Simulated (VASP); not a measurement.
A run of VASP 6.6.1:

POSCAR

```
Ir
1.0
    0.0644692700      1.8373557400      1.7560488600
    1.9418131400      0.0774349900      1.7430831500
    2.1728248700      2.0554017600     -0.1535767500
Ir
1
Direct
    0.0000000000      0.0000000000      0.0000000000
```

Contents of INCAR.step1:

```
PREC = Accurate
ENCUT = 520
ISMEAR = 1
SIGMA = 0.005
LREAL = F
LASPH = T
NELM = 60
NBANDS = 10
GGA = PE
ALGO = Normal
EDIFF = 1E-4
LWAVE = T
LCHARG = F
```

INCAR.step2

```
PREC = Accurate
ENCUT = 520
EDIFF = 1E-6
ISMEAR = 1
SIGMA = 0.005
LREAL = F
LASPH = T
NELM = 60
ALGO = Normal
ISIF = 2
LWAVE = F
LCHARG = F
METAGGA = R2SCAN
LMIXTAU = T
NBANDS = 10
ISTART = 1
```

File KPOINTS:

```
regular mesh
0
Gamma
  9 9 8
```

Potentials or basis: VASP PAW PBE potentials, release 64 (Ir).

Run with:

```console
$ cat potpaw_PBE.64/Ir/POTCAR > POTCAR
$ cp INCAR.step1 INCAR
$ mpirun -np 1 vasp_std > vasp.out
$ cp INCAR.step2 INCAR
$ mpirun -np 1 vasp_std > vasp.out
```

Hardware: 1 thread of AMD EPYC 9R14 (Zen 4), on a shared host.

Estimate the wall time of this run.

Wall time 2.4 min on 1 thread of AMD EPYC 9R14 (Zen 4), on a shared host, peak memory 0.14 GiB. Counts: k points 325.
